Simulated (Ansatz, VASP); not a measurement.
Rh in VASP and in Ansatz

```xyz
1
Lattice="0.0000 1.9030 1.9030 1.9030 0.0000 1.9030 1.9030 1.9030 0.0000" Properties=species:S:1:pos:R:3 pbc="T T T"
Rh    0.0000    0.0000    0.0000
```

Alike in both runs: task single point; functional LDA; k mesh 18 × 18 × 18; occupations fermi-dirac, width 0.05 eV; no spin polarisation.

|  | VASP | Ansatz |
| --- | --- | --- |
| version | VASP 6.6.1 | Ansatz 0.2.0 |
| potentials or method | VASP PAW LDA potentials, release 64 (Rh_pv), cutoff 520 eV | all-electron LAPW, scalar-relativistic |

|  | VASP | Ansatz | Ansatz less VASP |
| --- | --- | --- | --- |
| pressure (GPa) | -11.0 | -11.8 | -0.77 |

LDA's correlation is that of Perdew and Zunger in VASP and of Perdew and Wang (1992) in Ansatz. Ansatz ran all-electron here, and VASP with PAW potentials.
